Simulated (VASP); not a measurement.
Input of a VASP 6.6.1 run:

INCAR

```
ALGO     = Normal         # electronic algorithm
EDIFF    = 1E-7           # SCF threshold, eV
ENCUT    = 520            # plane-wave cutoff, eV
GGA      = PE             # functional
ISIF     = 2              # what is computed and relaxed
ISMEAR   = -1             # smearing method
LASPH    = T              # aspherical terms in the spheres
LCHARG   = F              # write CHGCAR
LREAL    = F              # projectors in reciprocal space
LWAVE    = F              # write WAVECAR
NBANDS   = 16             # bands
NELM     = 100            # most SCF steps
PREC     = Accurate       # precision mode
SIGMA    = 0.05           # smearing width, eV
```

The input KPOINTS:

```
k-points
0
Gamma
  10 10 8
```

POSCAR

```
TiB2
1.0
    3.0492615118      0.0000000000      0.0000000000
   -1.5246307559      2.6407379320      0.0000000000
    0.0000000000      0.0000000000      3.2497807555
Ti B
1 2
Direct
    0.0000000000      0.0000000000      0.0000000000
    0.6666666667      0.3333333333      0.5000000000
    0.3333333333      0.6666666667      0.5000000000
```

Potentials or basis: VASP PAW PBE potentials, release 64 (Ti_sv, B).

The run is started by

```console
$ cat potpaw_PBE.64/Ti_sv/POTCAR potpaw_PBE.64/B/POTCAR > POTCAR
$ mpirun -np 1 vasp_std > vasp.out
```

(1) Estimate the pressure.

(2) Predict the band gap on the k mesh.

## Answers

(1) -4.4 GPa.

(2) zero (band 9 reaches 10.16 eV, above the bottom of band 10 at 9.61 eV).
